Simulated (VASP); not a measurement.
Write the native input for VASP 6.6.1 that does the following.

```
Task                   : single point
Functional             : PBE
Potentials or basis    : VASP PAW PBE potentials, release 64 (Y_sv)
Cutoff                 : 520 eV
k mesh                 : 14 × 14 × 14
Occupations            : fermi-dirac, width 0.1 eV
Spin                   : no spin polarisation
Dipole correction      : no
Further INCAR settings : ALGO = Normal; EDIFF = 1e-07; NBANDS = 12
```

The structure of Y lies in POSCAR:

```
Y
1.0
    3.2680538330      0.0000000000      0.0000000000
    0.0000000000      3.2680538330      0.0000000000
    0.0000000000      0.0000000000      3.2680538330
Y
1
Direct
    0.0000000000      0.0000000000      0.0000000000
```

The input as run:

INCAR

```
SYSTEM = Y
ALGO = Normal ; EDIFF = 1E-7
ENCUT = 520 ; GGA = PE
ISIF = 2 ; ISMEAR = -1
LASPH = .TRUE. ; LCHARG = .TRUE.
LELF = .TRUE. ; LREAL = .FALSE.
LVHAR = .TRUE. ; LWAVE = .FALSE.
NBANDS = 12 ; NELM = 80
PREC = Accurate ; SIGMA = 0.1
```

KPOINTS

```
k-points
0
G
  14 14 14
  0 0 0
```

Potentials or basis: VASP PAW PBE potentials, release 64 (Y_sv).

Run with:

```bash
$ cat potpaw_PBE.64/Y_sv/POTCAR > POTCAR
$ mpirun -np 1 vasp_std > vasp.out
```

It gave:

The pressure is 0.0 GPa.

Wall time 20 s on 1 thread of Intel(R) Xeon(R) Platinum 8488C (Sapphire Rapids), on a shared host, peak memory 0.18 GiB.
